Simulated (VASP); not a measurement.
Here is a VASP 6.6.1 calculation.

Contents of POSCAR:

```
NaH
1.0
    2.9323912064     -0.0074775976      0.0000000000
   -0.0074775976      2.9323912064      0.0000000000
    0.0000000000      0.0000000000      2.9323912064
Na H
1 1
Direct
    0.0000000000      0.0000000000      0.0000000000
    0.5000000000      0.5000000000      0.5000000000
```

INCAR.step1

```
SYSTEM = NaH
  PREC = Accurate
  ENCUT = 520
  EDIFF = 1E-5
  ISMEAR = 0
  SIGMA = 0.01
  LREAL = .FALSE.
  LASPH = .TRUE.
  NELM = 60
  ALGO = Normal
  ISIF = 2
  LWAVE = .TRUE.
  LCHARG = .FALSE.
  NBANDS = 11
  GGA = PE
```

Contents of INCAR.step2:

```
SYSTEM = NaH
  PREC = Accurate
  ENCUT = 520
  EDIFF = 1E-7
  ISMEAR = 0
  SIGMA = 0.01
  LREAL = .FALSE.
  LASPH = .TRUE.
  NELM = 60
  ALGO = Normal
  ISIF = 2
  LWAVE = .FALSE.
  LCHARG = .FALSE.
  GGA = PE
  LHFCALC = .TRUE.
  HFSCREEN = 0.2079
  PRECFOCK = Normal
  NBANDS = 11
  ISTART = 1
```

File KPOINTS:

```
regular mesh
0
G
  6 6 6
  0 0 0
```

Potentials or basis: VASP PAW PBE potentials, release 64 (Na_pv, H).

Run with:

```sh
$ cat potpaw_PBE.64/Na_pv/POTCAR potpaw_PBE.64/H/POTCAR > POTCAR
$ cp INCAR.step1 INCAR
$ mpirun -np 1 vasp_std > vasp.out
$ cp INCAR.step2 INCAR
$ mpirun -np 1 vasp_std > vasp.out
```

Problem. What does it give for the band gap on the k mesh?

Solution. 1.88 eV (least direct gap 5.71 eV).

Problem. What does it give for the pressure?

Solution. 0.3 GPa.

Caveat: the cell differs from its parent crystal (shear xy strain -0.5%); the structure was generated, so it needn't be the stable form of NaH; the PAW data sets were made with another functional, which shifts forces and pressure a little. A k mesh can miss the band edges.
